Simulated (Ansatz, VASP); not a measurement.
## Two plane-wave programs on Na

```xyz
1
Lattice="3.4144 0.0000 0.0000 0.0000 3.4144 0.0000 0.0000 0.0000 3.4144" Properties=species:S:1:pos:R:3 pbc="T T T"
Na    0.0000    0.0000    0.0000
```

Alike in both runs: task single point; functional PBE; k mesh 10 × 10 × 10; occupations fermi-dirac, width 0.1 eV; no spin polarisation.

|  | VASP | Ansatz |
| --- | --- | --- |
| version | VASP 6.6.1 | Ansatz 0.2.0 |
| potentials or method | VASP PAW PBE potentials, release 64 (Na_pv), cutoff 520 eV | plane waves (420 eV) with PAW, scalar-relativistic |
| valence electrons in the cell | 7 | 9 |

```tsv
	VASP	Ansatz	Ansatz less VASP
pressure (GPa)	0.0	0.0	0.00
```

VASP's potentials hold 7 valence electrons a cell and Ansatz's 9, so a difference there can come from the potentials and not from the codes.
